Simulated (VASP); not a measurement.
Input of a VASP 6.6.1 run:

Contents of INCAR:

```
SYSTEM = HfN
ALGO = Normal
EDIFF = 1E-6
ENCUT = 520
GGA = PE
ISIF = 2
ISMEAR = -1
LASPH = .True.
LCHARG = .True.
LELF = .True.
LREAL = .False.
LVHAR = .True.
LWAVE = .False.
NBANDS = 23
NELM = 80
PREC = Accurate
SIGMA = 0.08
```

File KPOINTS:

```
k-points
0
Gamma
  10 10 6
  0 0 0
```

Contents of POSCAR:

```
HfN
1.0
    3.0661246086      0.0000000000      0.0000000000
   -1.5330623043      2.6553418022      0.0000000000
    0.0000000000      0.0000000000      5.5612177572
Hf N
2 2
Direct
    0.0000000000      0.0000000000      0.0000000000
    0.0000000000      0.0000000000      0.5000000000
    0.3333333333      0.6666666667      0.2500000000
    0.6666666667      0.3333333333      0.7500000000
```

Potentials or basis: VASP PAW PBE potentials, release 64 (Hf_pv, N).

Launch:

```bash
$ cat potpaw_PBE.64/Hf_pv/POTCAR potpaw_PBE.64/N/POTCAR > POTCAR
$ mpirun -np 1 vasp_std > vasp.out
```

Q: What does it give for the band gap on the k mesh?

A: Zero (band 15 reaches 9.03 eV, above the bottom of band 16 at 7.42 eV).

Q: What does it give for the pressure?

A: 19.7 GPa.

Stress tensor (GPa, compression positive):
```
20.09  0.00  0.00
 0.00 20.09  0.00
 0.00  0.00 18.84
```

Caveat: spin-orbit coupling is left out, which moves the levels of the heavy elements.
